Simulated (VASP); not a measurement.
# Al (Cm) in VASP: notebook

Al is run at these levels: PBE+D3(BJ); tasks: single point.

Program: VASP 6.6.1. These are calculated values, not measurements. Logs are shortened: lines on timing, memory, paths and dates and some standing lists are left out, and cuts for length are marked.

## Step 1: The cell of the first run

Symmetry: Cm, No. 8, monoclinic system. Conventional cell: a = 4.875 Å, b = 2.814 Å, c = 9.241 Å, α = 90.00°, β = 90.00°, γ = 90.00°. Al (site symmetry m) has 12 Al at 2.48 to 2.87 Å within 3.3 Å. Within 3.3 Å of Al (site symmetry m) lie 12 Al at 2.48 to 3.08 Å. Al (site symmetry m) has 12 Al at 2.73 to 3.08 Å within 3.6 Å. Al (site symmetry m) has 12 Al at 2.81 to 2.82 Å within 3.7 Å.

## Step 2: Single point, PBE+D3(BJ) (atom 2 (Al) moved by -0.420 Å along [1 2 0] and -0.140 Å along [0 0 1])

The input, INCAR:

```
SYSTEM = Al
ALGO = Fast
EDIFF = 1E-6
ENCUT = 520
GGA = PE
ISIF = 2
ISMEAR = 0
IVDW = 12
LASPH = .TRUE.
LCHARG = .TRUE.
LELF = .TRUE.
LREAL = .FALSE.
LVHAR = .TRUE.
LWAVE = .FALSE.
NBANDS = 14
NELM = 100
PREC = Accurate
SIGMA = 0.15
```

The input, KPOINTS:

```
k-points
0
G
  18 18 4
  0 0 0
```

The input, POSCAR:

```
Al
1.0
    2.8144222650      0.0000000000      0.0000000000
   -1.4072111325      2.4373611785      0.0000000000
    0.0000000000      0.0000000000      9.2410470710
Al
4
Direct
    0.0000000000      0.0000000000      0.0000000000
    0.2471745802      0.4943491605      0.2348502016
    0.0000000000      0.0000000000      0.5000000000
    0.6666666667      0.3333333333      0.7500000000
```

Potentials or basis: VASP PAW PBE potentials, release 64 (Al).

On the command line:

```sh
> cat potpaw_PBE.64/Al/POTCAR > POTCAR
> mpirun -np 1 vasp_std > vasp.out
```

OUTCAR:

```text
SYSTEM = Al
   EDIFF = 1E-6
   ENCUT = 520
   GGA = PE
   ISIF = 2
   ISMEAR = 0
   IVDW = 12
   LASPH = .TRUE.
   LREAL = .FALSE.
   NELM = 100
   PREC = Accurate
 IVDW          = 12

 ion  position               nearest neighbor table
   1  0.000  0.000  0.000-   2 2.48   4 2.82   4 2.82   4 2.82   2 2.87   2 2.87
   2  0.247  0.494  0.235-   1 2.48   3 2.73   1 2.87   1 2.87   3 3.08   3 3.08
   3  0.000  0.000  0.500-   2 2.73   4 2.82   4 2.82   4 2.82   2 3.08   2 3.08
   4  0.667  0.333  0.750-   1 2.82   3 2.82   1 2.82   3 2.82   1 2.82   3 2.82

  LATTYP: Found a hexagonal cell.
 ALAT       =     2.8144222650
 C/A-ratio  =     3.2834614713

  Lattice vectors:

 A1 = (   2.8144222650,   0.0000000000,   0.0000000000)
 A2 = (  -1.4072111325,   2.4373611785,   0.0000000000)
 A3 = (   0.0000000000,   0.0000000000,   9.2410470710)

Analysis of symmetry for initial positions (statically):
=====================================================================
 Subroutine PRICEL returns:
 Original cell was already a primitive cell.

 Routine SETGRP: Setting up the symmetry group for a
 hexagonal supercell.

 Subroutine GETGRP returns: Found  2 space group operations
 (whereof  2 operations were pure point group operations)
 out of a pool of 24 trial point group operations.

The static configuration has the point symmetry C_1h.

Analysis of symmetry for dynamics (positions and initial velocities):
=====================================================================
 Subroutine PRICEL returns:
 Original cell was already a primitive cell.

 Routine SETGRP: Setting up the symmetry group for a
 hexagonal supercell.

 Subroutine GETGRP returns: Found  2 space group operations
 (whereof  2 operations were pure point group operations)
 out of a pool of 24 trial point group operations.

The dynamic configuration has the point symmetry C_1h.

 Subroutine INISYM returns: Found  2 space group operations
 (whereof  2 operations are pure point group operations),
 and found     1 'primitive' translations

----------------------------------------------------------------------------------------

                                     Primitive cell

  volume of cell :      63.3914

  direct lattice vectors                    reciprocal lattice vectors
     2.814422265  0.000000000  0.000000000     0.355312709  0.205139888  0.000000000
    -1.407211133  2.437361178  0.000000000     0.000000000  0.410279777  0.000000000
     0.000000000  0.000000000  9.241047071     0.000000000  0.000000000  0.108212846

  length of vectors
     2.814422265  2.814422265  9.241047071     0.410279777  0.410279777  0.108212846

  position of ions in fractional coordinates (direct lattice)
     0.000000000  0.000000000  0.000000000
     0.247174580  0.494349161  0.234850202
     0.000000000  0.000000000  0.500000000
     0.666666667  0.333333333  0.750000000

  ion indices of the primitive-cell ions
   primitive index   ion index
                 1           1
                 2           2
                 3           3
                 4           4

----------------------------------------------------------------------------------------

 KPOINTS: k-points

Automatic generation of k-mesh.
 Grid dimensions read from file:
 generate k-points for:   18   18    4

 Generating k-lattice:

  Cartesian coordinates                     Fractional coordinates (reciprocal lattice)
     0.019739595  0.011396660  0.000000000     0.055555556  0.000000000  0.000000000
     0.000000000  0.022793321  0.000000000     0.000000000  0.055555556  0.000000000
     0.000000000  0.000000000  0.027053211     0.000000000  0.000000000  0.250000000

  Length of vectors
     0.022793321  0.022793321  0.027053211

  Shift w.r.t. Gamma in fractional coordinates (k-lattice)
     0.000000000  0.000000000  0.000000000

 Subroutine IBZKPT returns following result:
 ===========================================

 Found    353 irreducible k-points:

 Following reciprocal coordinates:
            Coordinates               Weight
  0.000000  0.000000  0.000000      1.000000
  0.055556  0.000000  0.000000      4.000000
  0.000000  0.055556  0.000000      2.000000
  0.111111  0.000000  0.000000      4.000000
  0.000000  0.111111  0.000000      2.000000
  0.166667 -0.000000  0.000000      4.000000
[... 16 lines left out ...]
 -0.055556  0.166667  0.000000      4.000000
 -0.166667  0.111111  0.000000      4.000000
 [... further k-points ...]
   k-points           NKPTS =    353   k-points in BZ     NKDIM =    353   number of bands    NBANDS=     14
   number of dos      NEDOS =    301   number of ions     NIONS =      4
   total plane-waves  NPLWV =  40320
   dimension x,y,z NGX =    24 NGY =   24 NGZ =   70
   dimension x,y,z NGXF=    48 NGYF=   48 NGZF=  140
   ions per type =               4
   NGX,Y,Z   is equivalent  to a cutoff of  14.18, 14.18, 12.59 a.u.
   NGXF,Y,Z  is equivalent  to a cutoff of  28.35, 28.35, 25.19 a.u.
 SYSTEM =  Al
   PREC   = accura    normal or accurate (medium, high low for compatibility)
   ISTART =      0    job   : 0-new  1-cont  2-samecut
   ICHARG =      2    charge: 1-file 2-atom 10-const
   ISPIN  =      1    spin polarized calculation?
   LNONCOLLINEAR =      F non collinear calculations
   LSORBIT =      F    spin-orbit coupling
   LASPH  =      T    aspherical Exc in radial PAW
   ENCUT  =  520.0 eV  38.22 Ry    6.18 a.u.   5.23  5.23 17.18*2*pi/ulx,y,z
   NELM   =    100;   NELMIN=  2; NELMDL= -5     # of ELM steps
   EDIFF  = 0.1E-05   stopping-criterion for ELM
   LREAL  =      F    real-space projection
   EDIFFG = 0.1E-04   stopping-criterion for IOM
   NSW    =      0    number of steps for IOM
   IBRION =     -1    ionic relax: 0-MD 1-quasi-New 2-CG
   NFREE  =      0    steps in history (QN), initial steepest desc. (CG)
   ISIF   =      2    stress and relaxation
   ISYM   =      2    0-nonsym 1-usesym 2-fastsym
   POTIM  = 0.5000    time-step for ionic-motion
   TEBEG  =    0.0;   TEEND  =   0.0 temperature during run
   PSTRESS=    0.0 pullay stress
   NELECT =      12.0000    total number of electrons
   NUPDOWN=      -1.0000    fix difference up-down
   EMIN   =  10.00;   EMAX   =-10.00  energy-range for DOS
   EFERMI =   0.00;   METHOD = LEGACY
   ISMEAR =     0;   SIGMA  =   0.15  broadening in eV -4-tet -1-fermi 0-gaus
   EFERMI_NEDOS =   21; number of points for ismear=-14 and -15
   IALGO  =     68    algorithm
   IMIX   =      4    mixing-type and parameters
     AMIX     =   0.40;   BMIX     =  1.00
     AMIX_MAG =   1.60;   BMIX_MAG =  1.00
  volume/ion in A,a.u.               =      15.85       106.95
  Fermi-wavevector in a.u.,A,eV,Ry     =   0.939994  1.776331 12.021957  0.883589
  Thomas-Fermi vector in A             =   2.067362
   LORBIT       =      0    0 simple, 1 ext, 2 COOP (PROOUT), +10 PAW based schemes
   GGA     = PE    functional components
   LHFCALC =     F    Hartree Fock is set to
   AEXX    =    0.0000 exact exchange contribution
   IVDW    =    12    specifies the selected vdW correction
   LEPSILON=     F    determine dielectric tensor
   LRPA    =     F    only Hartree local field effects (RPA)
 non-spin polarized calculation
 RMM-DIIS sequential band-by-band and
 Gauss-broadening in eV      SIGMA  =   0.15
  energy-cutoff  :      520.00
  volume of cell :       63.39
 maximum number of plane-waves:      1724
 NGX is ok and might be reduce to    24
   NGX = 11   NGY = 11   NGZ = 35

 number of electron      12.0000000 magnetization

 Free energy of the ion-electron system (eV)
  ---------------------------------------------------
  ext. energy  EPLUGINS =         0.00000000
  ---------------------------------------------------
  free energy    TOTEN  =       -14.70264741 eV

  energy without entropy =      -14.68516809  energy(sigma->0) =      -14.69390775

 E-fermi :   8.3846     XC(G=0): -10.3382

 val. band max:        8.3784417041   @ k =   0.3333   0.1667   0.2500
 cond. band min:       8.3858417338   @ k =  -0.3889   0.2778   0.2500
 fundamental gap:      0.0074000297
 Fermi energy:         8.3845614815

 k-point     1 :       0.0000    0.0000    0.0000
  band No.  band energies     occupation
      1      -3.0266      2.00000
      2      -1.4559      2.00000
      3      -1.0781      2.00000
      4       3.6485      2.00000
      5       3.9205      2.00000
      6      11.7252      0.00000
      7      11.9150      0.00000
      8      19.3047      0.00000
      9      19.4524      0.00000
     10      19.5735      0.00000
     11      19.7353      0.00000
     12      20.1728      0.00000
     13      20.4987      0.00000
     14      20.6261      0.00000

 k-point     2 :       0.0556    0.0000    0.0000
  band No.  band energies     occupation
      1      -2.9498      2.00000
      2      -1.3800      2.00000
      3      -1.0022      2.00000
      4       3.7194      2.00000
      5       3.9955      2.00000
      6      11.7857      0.00000
      7      11.9750      0.00000
      8      17.7464      0.00000
      9      18.4477      0.00000
     10      18.9800      0.00000
     11      19.2631      0.00000
     12      19.4867      0.00000
     13      19.8715      0.00000
     14      20.2428      0.00000
[... 343 lines left out ...]
      1      -2.4897      2.00000
      2      -0.9258      2.00000
      3      -0.5477      2.00000
      4       4.1454      2.00000
      5       4.4403      2.00000
      6      12.1437      0.00000
      7      12.3112      0.00000
      8      14.6575      0.00000
      9      15.7931      0.00000
     10      16.0527      0.00000
     11      16.3391      0.00000
     12      17.2485      0.00000
     13      17.6297      0.00000
     14      19.5810      0.00000

 k-point    24 :      -0.1667    0.1111    0.0000
  band No.  band energies     occupation
      1      -2.4898      2.00000
      2      -0.9257      2.00000
      3      -0.5477      2.00000
      4       4.1444      2.00000
      5       4.4425      2.00000
      6      12.0964      0.00000
      7      12.2950      0.00000
      8      14.7171      0.00000
      9      15.7829      0.00000
     10      15.9752      0.00000
     11      16.2682      0.00000
     12      17.3375      0.00000
     13      17.7376      0.00000
     14      19.6101      0.00000

 [... further k-points ...]

------------------------ aborting loop because EDIFF is reached ----------------------------------------

 Edisp (eV)   -1.40323

 E8    (eV) :    -0.6279

  FORCE on cell =-STRESS in cart. coord.  units (eV):
  Direction    XX          YY          ZZ          XY          YZ          ZX
  --------------------------------------------------------------------------------------
  -------------------------------------------------------------------------------------
  Total      -0.06629     0.39921     1.59481     0.00000     0.73897     0.00000
  in kB      -1.67536    10.08966    40.30770     0.00000    18.67707     0.00000
  external pressure =       16.24 kB  Pullay stress =        0.00 kB

 VOLUME and BASIS-vectors are now :
 -----------------------------------------------------------------------------
  energy-cutoff  :      520.00
  volume of cell :       63.39
      direct lattice vectors                 reciprocal lattice vectors
     2.814422265  0.000000000  0.000000000     0.355312709  0.205139888  0.000000000
    -1.407211133  2.437361178  0.000000000     0.000000000  0.410279777  0.000000000
     0.000000000  0.000000000  9.241047071     0.000000000  0.000000000  0.108212846

 POSITION                                       TOTAL-FORCE (eV/Angst)
 -----------------------------------------------------------------------------------
      0.00000      0.00000      0.00000         0.000000     -0.557712     -0.885970
     -0.00000      1.20491      2.17026         0.000000      0.773459      1.036451
      0.00000      0.00000      4.62052         0.000000     -0.194682     -0.172685
      1.40721      0.81245      6.93079         0.000000     -0.021065      0.022204
 -----------------------------------------------------------------------------------
    total drift:                                0.000000      0.000001      0.000005

  FREE ENERGIE OF THE ION-ELECTRON SYSTEM (eV)
  ---------------------------------------------------
  free  energy   TOTEN  =       -16.1058780773 eV

  energy  without entropy=      -16.0883987604  energy(sigma->0) =      -16.09713842
```

Wall time 2.3 min (1 thread of Intel Xeon Platinum 8488C (Sapphire Rapids), shared host); peak memory 0.36 GiB.

Results:

| Item | Value |
| --- | --- |
| Free energy | -16.1059 eV |
| Pressure | 1.6 GPa |
| Largest force | 1.293 eV/Å |
| Band gap on the k mesh | zero (bands 6 and 7 overlap by 5.42 eV) |
| Dispersion energy per atom | -0.351 eV |

Forces on the atoms (eV/Å):
```
Al   0.000 -0.558 -0.886
Al   0.000  0.773  1.036
Al   0.000 -0.195 -0.173
Al   0.000 -0.021  0.022
```

Stress tensor (GPa, compression positive):
```
-0.17  0.00  0.00
 0.00  1.01  1.87
 0.00  1.87  4.03
```

Caveat: the cell differs from its parent crystal (atom 2 (Al) moved by -0.420 Å along [1 2 0] and -0.140 Å along [0 0 1]); forces of over 1 eV/Å act on the atoms, so gaps and moduli don't describe the material at rest.

(Part 1 of 3 ends here.)
